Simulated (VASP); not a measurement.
Runs of VASP 6.6.1 on Cu. The structure is that of space group P6_3/mmc (No. 194), or close to it. The cells are those of the table. 

| cell | gap on the mesh (eV) | pressure (GPa) |
| --- | --- | --- |
| a = 2.592, b = 2.592, c = 4.206 Å, angles 90.0, 90.0, 120.0°, 2 atoms | none | -11.7 |
| a = 2.491, b = 2.491, c = 4.043 Å, angles 90.0, 90.0, 120.0°, 2 atoms | none | (a) |
| a = 2.543, b = 2.543, c = 4.126 Å, angles 90.0, 90.0, 120.0°, 2 atoms | none | -4.3 |
| a = 2.567, b = 2.567, c = 4.167 Å, angles 90.0, 90.0, 120.0°, 2 atoms | none | -8.3 |
| a = 2.517, b = 2.517, c = 4.085 Å, angles 90.0, 90.0, 120.0°, 2 atoms | none | (b) |

Alike in all rows: task single point; level r2SCAN+D3(BJ); potentials or basis VASP PAW PBE potentials, release 64 (Cu); no spin polarisation; k mesh 10 × 10 × 6; cutoff (eV) 520; smearing fermi-dirac 0.1 eV.

Question: Estimate the missing entries.

Answer: (a) 6.3; (b) 0.5.

Caveats: three body term missing; the PAW data sets were made with another functional, which shifts forces and pressure a little; pairwise dispersion overbinds metals, which lowers pressure and volume.

A gap of «none» marks levels without a gap at the run's occupations.
